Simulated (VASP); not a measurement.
# InSe in VASP: single point with PBE+D3(BJ)

Aim: the single point of InSe with PBE+D3(BJ).

Everything below comes from runs of VASP 6.6.1. Logs are shortened: lines on timing, memory, paths and dates and some standing lists are left out, and cuts for length are marked.

## Step 1: The cell of the first run

The cell holds a slab with vacuum, 8 atoms: a = 4.027 Å, b = 4.027 Å, c = 28.271 Å, α = 90.00°, β = 90.00°, γ = 120.00°.

## Step 2: Single point, PBE+D3(BJ) (layers slid over each other, then relaxed in part)

Input file INCAR:

```
ALGO = Normal ; DIPOL = 0.5 0.5 0.402
EDIFF = 1E-6 ; ENCUT = 520
GGA = PE ; IDIPOL = 3
ISIF = 2 ; ISMEAR = 0
IVDW = 12 ; LASPH = True
LCHARG = False ; LDIPOL = True
LREAL = False ; LWAVE = False
NBANDS = 48 ; NELM = 80
PREC = Accurate ; SIGMA = 0.05
```

Input file KPOINTS:

```
k-points
0
Gamma
  9 9 1
```

Input file POSCAR:

```
InSe
1.0
    4.0266404825      0.0000000000      0.0000000000
   -2.0133202413      3.4871729498      0.0000000000
    0.0000000000      0.0000000000     28.2710567674
Se In
4 4
Direct
    0.0000000000      0.0000000000      0.1591733920
    0.0000000000      0.0000000000      0.3494113324
    0.3333333333      0.6666666667      0.4540653831
    0.3333333333      0.6666666667      0.6443618253
    0.6666666667      0.3333333333      0.2049736008
    0.6666666667      0.3333333333      0.3038004790
    1.0000000000      1.0000000000      0.4997368490
    1.0000000000      1.0000000000      0.5985650804
```

Potentials or basis: VASP PAW PBE potentials, release 64 (Se, In_d).

On the command line:

```bash
$ cat potpaw_PBE.64/Se/POTCAR potpaw_PBE.64/In_d/POTCAR > POTCAR
$ mpirun -np 1 vasp_std > vasp.out
```

OUTCAR:

```text
EDIFF = 1E-6
   ENCUT = 520
   GGA = PE
   ISIF = 2
   ISMEAR = 0
   IVDW = 12
   LASPH = True
   LREAL = False
   NELM = 80
   PREC = Accurate
 IVDW          = 12

 ion  position               nearest neighbor table
   1  0.000  0.000  0.159-   5 2.66   5 2.66   5 2.66
   2  0.000  0.000  0.349-   6 2.66   6 2.66   6 2.66
   3  0.333  0.667  0.454-   7 2.66   7 2.66   7 2.66
   4  0.333  0.667  0.644-   8 2.66   8 2.66   8 2.66
   5  0.667  0.333  0.205-   1 2.66   1 2.66   1 2.66   6 2.79
   6  0.667  0.333  0.304-   2 2.66   2 2.66   2 2.66   5 2.79
   7  0.000  0.000  0.500-   3 2.66   3 2.66   3 2.66   8 2.79
   8  0.000  0.000  0.599-   4 2.66   4 2.66   4 2.66   7 2.79

  LATTYP: Found a hexagonal cell.
 ALAT       =     4.0266404825
 C/A-ratio  =     7.0210034619

  Lattice vectors:

 A1 = (   4.0266404825,   0.0000000000,   0.0000000000)
 A2 = (  -2.0133202413,   3.4871729498,   0.0000000000)
 A3 = (   0.0000000000,   0.0000000000,  28.2710567674)

Analysis of symmetry for initial positions (statically):
=====================================================================
 Subroutine PRICEL returns:
 Original cell was already a primitive cell.

 Routine SETGRP: Setting up the symmetry group for a
 hexagonal supercell.

 Subroutine GETGRP returns: Found  6 space group operations
 (whereof  6 operations were pure point group operations)
 out of a pool of 24 trial point group operations.

The static configuration has the point symmetry C_3v.

Analysis of symmetry for dynamics (positions and initial velocities):
=====================================================================
 Subroutine PRICEL returns:
 Original cell was already a primitive cell.

 Routine SETGRP: Setting up the symmetry group for a
 hexagonal supercell.

 Subroutine GETGRP returns: Found  6 space group operations
 (whereof  6 operations were pure point group operations)
 out of a pool of 24 trial point group operations.

The dynamic configuration has the point symmetry C_3v.

 Subroutine INISYM returns: Found  6 space group operations
 (whereof  6 operations are pure point group operations),
 and found     1 'primitive' translations

----------------------------------------------------------------------------------------

                                     Primitive cell

  volume of cell :     396.9706

  direct lattice vectors                    reciprocal lattice vectors
     4.026640483  0.000000000  0.000000000     0.248345986  0.143382622  0.000000000
    -2.013320241  3.487172950  0.000000000     0.000000000  0.286765243  0.000000000
     0.000000000  0.000000000 28.271056767     0.000000000  0.000000000  0.035371865

  length of vectors
     4.026640483  4.026640483 28.271056767     0.286765243  0.286765243  0.035371865

  position of ions in fractional coordinates (direct lattice)
     0.000000000  0.000000000  0.159173392
     0.000000000  0.000000000  0.349411332
     0.333333333  0.666666667  0.454065383
     0.333333333  0.666666667  0.644361825
     0.666666667  0.333333333  0.204973601
     0.666666667  0.333333333  0.303800479
     0.000000000  0.000000000  0.499736849
     0.000000000  0.000000000  0.598565080

  ion indices of the primitive-cell ions
   primitive index   ion index
                 1           1
                 2           2
                 3           3
                 4           4
                 5           5
                 6           6
                 7           7
                 8           8

----------------------------------------------------------------------------------------

 KPOINTS: k-points

Automatic generation of k-mesh.
 Grid dimensions read from file:
 generate k-points for:    9    9    1

 Generating k-lattice:

  Cartesian coordinates                     Fractional coordinates (reciprocal lattice)
     0.027593998  0.015931402  0.000000000     0.111111111  0.000000000  0.000000000
     0.000000000  0.031862805  0.000000000     0.000000000  0.111111111  0.000000000
     0.000000000  0.000000000  0.035371865     0.000000000  0.000000000  1.000000000

  Length of vectors
     0.031862805  0.031862805  0.035371865

  Shift w.r.t. Gamma in fractional coordinates (k-lattice)
     0.000000000  0.000000000  0.000000000

 Subroutine IBZKPT returns following result:
 ===========================================

 Found     12 irreducible k-points:

 Following reciprocal coordinates:
            Coordinates               Weight
  0.000000  0.000000  0.000000      1.000000
  0.111111  0.000000  0.000000      6.000000
  0.222222  0.000000  0.000000      6.000000
  0.333333  0.000000  0.000000      6.000000
  0.444444  0.000000  0.000000      6.000000
  0.111111  0.111111  0.000000      6.000000
  0.222222  0.111111  0.000000     12.000000
  0.333333  0.111111  0.000000     12.000000
  0.444444  0.111111  0.000000      6.000000
  0.222222  0.222222  0.000000      6.000000
  0.333333  0.222222  0.000000     12.000000
  0.333333  0.333333  0.000000      2.000000
   k-points           NKPTS =     12   k-points in BZ     NKDIM =     12   number of bands    NBANDS=     48
   number of dos      NEDOS =    301   number of ions     NIONS =      8
   total plane-waves  NPLWV = 189000
   dimension x,y,z NGX =    30 NGY =   30 NGZ =  210
   dimension x,y,z NGXF=    60 NGYF=   60 NGZF=  420
   ions per type =               4   4
   NGX,Y,Z   is equivalent  to a cutoff of  12.39, 12.39, 12.35 a.u.
   NGXF,Y,Z  is equivalent  to a cutoff of  24.77, 24.77, 24.70 a.u.
 SYSTEM =  unknown system
   PREC   = accura    normal or accurate (medium, high low for compatibility)
   ISTART =      0    job   : 0-new  1-cont  2-samecut
   ICHARG =      2    charge: 1-file 2-atom 10-const
   ISPIN  =      1    spin polarized calculation?
   LNONCOLLINEAR =      F non collinear calculations
   LSORBIT =      F    spin-orbit coupling
   LASPH  =      T    aspherical Exc in radial PAW
   ENCUT  =  520.0 eV  38.22 Ry    6.18 a.u.   7.49  7.49 52.57*2*pi/ulx,y,z
   NELM   =     80;   NELMIN=  2; NELMDL= -5     # of ELM steps
   EDIFF  = 0.1E-05   stopping-criterion for ELM
   LREAL  =      F    real-space projection
   EDIFFG = 0.1E-04   stopping-criterion for IOM
   NSW    =      0    number of steps for IOM
   IBRION =     -1    ionic relax: 0-MD 1-quasi-New 2-CG
   NFREE  =      0    steps in history (QN), initial steepest desc. (CG)
   ISIF   =      2    stress and relaxation
   ISYM   =      2    0-nonsym 1-usesym 2-fastsym
   POTIM  = 0.5000    time-step for ionic-motion
   TEBEG  =    0.0;   TEEND  =   0.0 temperature during run
   PSTRESS=    0.0 pullay stress
   NELECT =      76.0000    total number of electrons
   NUPDOWN=      -1.0000    fix difference up-down
   EMIN   =  10.00;   EMAX   =-10.00  energy-range for DOS
   EFERMI =   0.00;   METHOD = LEGACY
   ISMEAR =     0;   SIGMA  =   0.05  broadening in eV -4-tet -1-fermi 0-gaus
   EFERMI_NEDOS =   21; number of points for ismear=-14 and -15
   IALGO  =     38    algorithm
   IMIX   =      4    mixing-type and parameters
     AMIX     =   0.40;   BMIX     =  1.00
     AMIX_MAG =   1.60;   BMIX_MAG =  1.00
  volume/ion in A,a.u.               =      49.62       334.86
  Fermi-wavevector in a.u.,A,eV,Ry     =   0.943539  1.783030 12.112805  0.890266
  Thomas-Fermi vector in A             =   2.071256
   LORBIT       =      0    0 simple, 1 ext, 2 COOP (PROOUT), +10 PAW based schemes
   GGA     = PE    functional components
   LHFCALC =     F    Hartree Fock is set to
   AEXX    =    0.0000 exact exchange contribution
   IVDW    =    12    specifies the selected vdW correction
   LEPSILON=     F    determine dielectric tensor
   LRPA    =     F    only Hartree local field effects (RPA)
 non-spin polarized calculation
 Gauss-broadening in eV      SIGMA  =   0.05
  energy-cutoff  :      520.00
  volume of cell :      396.97
 maximum number of plane-waves:     10749
 NGX is ok and might be reduce to    30
   NGX = 15   NGY = 15   NGZ =105

 dipolmoment           0.000000      0.000000      0.000656 electrons x Angstroem

 number of electron      75.9999999 magnetization

 dipolmoment           0.000000      0.000000     -0.000433 electrons x Angstroem

 Free energy of the ion-electron system (eV)
  ---------------------------------------------------
  ext. energy  EPLUGINS =         0.00000000
  ---------------------------------------------------
  free energy    TOTEN  =       -28.35725527 eV

  energy without entropy =      -28.35725527  energy(sigma->0) =      -28.35725527

 E-fermi :   0.0843     XC(G=0):  -5.6235

 val. band max:       -0.1415622843   @ k =   0.1111   0.0000   0.0000
 cond. band min:       0.9071607555   @ k =   0.0000   0.0000   0.0000
 fundamental gap:      1.0487230399
 Fermi energy:         0.0842841017

 k-point     1 :       0.0000    0.0000    0.0000
  band No.  band energies     occupation
      1     -14.5258      2.00000
      2     -14.5188      2.00000
      3     -14.3422      2.00000
      4     -14.3422      2.00000
      5     -14.3351      2.00000
      6     -14.3351      2.00000
[... 40 lines left out ...]
     47       5.0462      0.00000
     48       5.1729      0.00000

 k-point     2 :       0.1111    0.0000    0.0000
  band No.  band energies     occupation
      1     -14.5253      2.00000
      2     -14.5184      2.00000
      3     -14.3834      2.00000
      4     -14.3753      2.00000
      5     -14.3404      2.00000
      6     -14.3333      2.00000
[... 40 lines left out ...]
     47       5.0909      0.00000
     48       5.1689      0.00000

 k-point     3 :       0.2222    0.0000    0.0000
  band No.  band energies     occupation
      1     -14.5393      2.00000
      2     -14.5322      2.00000
      3     -14.4524      2.00000
      4     -14.4429      2.00000
      5     -14.3974      2.00000
      6     -14.3887      2.00000
[... 448 lines left out ...]
     47       5.2420      0.00000
     48       5.3407      0.00000

 k-point    12 :       0.3333    0.3333    0.0000
  band No.  band energies     occupation
      1     -14.6386      2.00000
      2     -14.6326      2.00000
      3     -14.5401      2.00000
      4     -14.5334      2.00000
      5     -14.4674      2.00000
      6     -14.4601      2.00000
[... 40 lines left out ...]
     47       5.8871      0.00000
     48       5.9081      0.00000

------------------------ aborting loop because EDIFF is reached ----------------------------------------

 vacuum level on the upper side and lower side of the slab       (xc-potential included)        -0.139        -0.135

 Edisp (eV)   -2.08307

 E8    (eV) :    -0.9776

  FORCE on cell =-STRESS in cart. coord.  units (eV):
  Direction    XX          YY          ZZ          XY          YZ          ZX
  --------------------------------------------------------------------------------------
  -------------------------------------------------------------------------------------
  Total       0.17897     0.17897     0.02163    -0.00000     0.00000     0.00000
  in kB       0.72234     0.72234     0.08731    -0.00000     0.00000     0.00000
  external pressure =        0.51 kB  Pullay stress =        0.00 kB

 VOLUME and BASIS-vectors are now :
 -----------------------------------------------------------------------------
  energy-cutoff  :      520.00
  volume of cell :      396.97
      direct lattice vectors                 reciprocal lattice vectors
     4.026640483  0.000000000  0.000000000     0.248345986  0.143382622  0.000000000
    -2.013320241  3.487172950  0.000000000     0.000000000  0.286765243  0.000000000
     0.000000000  0.000000000 28.271056767     0.000000000  0.000000000  0.035371865

 POSITION                                       TOTAL-FORCE (eV/Angst)
 -----------------------------------------------------------------------------------
      0.00000      0.00000      4.50000         0.000000     -0.000000     -0.014376
      0.00000      0.00000      9.87823         0.000000      0.000000      0.014620
     -0.00000      2.32478     12.83691        -0.000000      0.000000     -0.014749
     -0.00000      2.32478     18.21679         0.000000      0.000000      0.014553
      2.01332      1.16239      5.79482         0.000000     -0.000000      0.013362
      2.01332      1.16239      8.58876        -0.000000      0.000000     -0.014237
      0.00000      0.00000     14.12809         0.000000     -0.000000      0.014067
      0.00000      0.00000     16.92207        -0.000000     -0.000000     -0.013240
 -----------------------------------------------------------------------------------
    total drift:                               -0.000001      0.000000     -0.000024

  FREE ENERGIE OF THE ION-ELECTRON SYSTEM (eV)
  ---------------------------------------------------
  free  energy   TOTEN  =       -30.4403240388 eV

  energy  without entropy=      -30.4403240388  energy(sigma->0) =      -30.44032404

 vacuum level on the upper side and lower side of the slab         5.380         5.385
```

Wall time 15 min (1 thread of AMD EPYC 7R13, shared host); peak memory 0.52 GiB.

What came out:

```
Free energy                : -30.4403 eV
Largest force              : 0.015 eV/Å
Band gap on the k mesh     : 1.05 eV (least direct gap 1.11 eV)
Dispersion energy per atom : -0.260 eV
```

Forces in eV/Å, atoms in the order of the input:
```
Se   0.000  0.000 -0.014
Se   0.000  0.000  0.015
Se   0.000  0.000 -0.015
Se   0.000  0.000  0.015
In   0.000  0.000  0.013
In   0.000  0.000 -0.014
In   0.000  0.000  0.014
In   0.000  0.000 -0.013
```

Caveat: the cell differs from its parent crystal (layers slid over each other, then relaxed in part); spin-orbit coupling is left out, which moves the levels of the heavy elements.
